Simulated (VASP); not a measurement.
Crystal: Te2Mo.

```xyz
3
Lattice="3.6786 0.0000 0.0000 -1.8393 3.1857 0.0000 0.0000 0.0000 7.7249" Properties=species:S:1:pos:R:3 pbc="T T T"
Te    0.0000    2.1238    5.9775
Te    0.0000    2.1238    1.7475
Mo    0.0000    0.0000    0.0000
```

This cell differs from its parent crystal: epitaxial xy strain +4.0%.

Base run:

* Program: VASP 6.6.1
* Functional: PBE
* Potentials or basis: VASP PAW PBE potentials, release 64 (Te, Mo_sv)
* Cutoff: 520 eV
* k mesh: 12 × 12 × 4
* Occupations: fermi-dirac, width 0.02 eV
* Spin: no spin polarisation

Its results: band gap on the k mesh 0.54 eV, indirect (least direct gap 0.79 eV); pressure -1.5 GPa; largest force 0.189 eV/Å.

Question: The run is repeated on the same cell with these changes: functional from PBE to r2SCAN; occupations from fermi-dirac, width 0.02 eV to gaussian, width 0.01 eV. What comes out?

Answer: Band gap on the k mesh 0.61 eV, indirect (least direct gap 0.86 eV); pressure -2.3 GPa; largest force 0.012 eV/Å.

Caveats: spin-orbit coupling is left out, which moves the levels of the heavy elements; this functional lacks dispersion, which binds the layers, so the pressure and a relaxed spacing across them are unreliable (some runs); the PAW data sets were made with another functional, which shifts forces and pressure a little (some runs).

A k mesh can miss the band edges.
